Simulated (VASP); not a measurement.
# Au: single point with LDA

Crystal: Au.

```
Au
1.0
     2.66634    0.00000    0.00000
     0.00000    2.66634    0.00000
     0.00000    0.00000    2.66634
Au
1
Direct
  0.50000 0.50000 0.50000
```

```json
{"Program": "VASP 6.6.1", "Task": "single point", "Functional": "LDA", "Potentials or basis": "VASP PAW LDA potentials, release 64 (Au_sv_GW)", "Cutoff": "500 eV", "k mesh": "10 × 10 × 10", "Occupations": "fermi-dirac, width 0.05 eV", "Spin": "no spin polarisation"}
```

- Pressure: -0.8 GPa

Levels at points of the mesh, in eV from the Fermi level:
| k point | band 6 | band 7 | band 8 | band 9 | band 10 | band 11 | band 12 | band 13 |
| --- | --- | --- | --- | --- | --- | --- | --- | --- |
| (0.00, 0.00, 0.00) | -6.27 | -6.27 | -1.39 | -1.39 | -1.39 | 14.32 | 14.32 | 14.32 |
| (0.50, 0.00, 0.00) | -5.82 | -3.08 | -3.08 | -1.22 | -0.83 | 2.49 | 16.41 | 18.89 |
| (0.50, 0.50, 0.00) | -5.40 | -2.78 | -2.78 | -0.09 | 3.81 | 3.81 | 7.30 | 12.04 |
| (0.50, 0.50, 0.50) | -5.45 | -5.45 | 0.02 | 0.02 | 8.84 | 8.84 | 8.84 | 10.00 |

It took 12 s on 1 thread of Intel(R) Xeon(R) Platinum 8375C CPU @ 2.90GHz (Ice Lake), with other jobs on the host, peak memory 0.13 GiB.

Caveat: spin-orbit coupling is left out, which moves the levels of the heavy elements.
